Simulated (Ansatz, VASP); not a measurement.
**GdO in VASP and in Ansatz**

```
Gd O
1.0
     3.11330    0.00000    0.00000
    -1.55665    2.69620    0.00000
     0.00000    0.00000    3.03843
Gd O
1 1
Cartesian
  0.0000 0.0000 0.0000
  1.5566 0.8987 1.5192
```

Alike in both runs: functional PBE; k mesh 6 × 6 × 5; occupations fermi-dirac, width 0.05 eV; collinear spin.

```csv
,VASP,Ansatz
version,VASP 6.6.1,Ansatz 0.2.0
potentials or method,"VASP PAW PBE potentials, release 64 (Gd, O)",Ansatz PAW
plane-wave cutoff (eV),520,420
valence electrons in the cell,24,24
task,single point,projected density of states
```

```csv
,VASP,Ansatz,Ansatz less VASP
gap on the k mesh at the Fermi level (eV),none,none,-
net moment per atom (μB),3.73,3.72,-0.014
size of the moment on the site where the two differ most (μB),6.98,6.90,-0.076
```

Site moments also hang on the region over which each program counts them. A gap of «none» marks a metal or a gap that the smearing closes.

The k mesh is coarse, so the values compare programs but aren't converged. Spin-orbit coupling is off throughout.
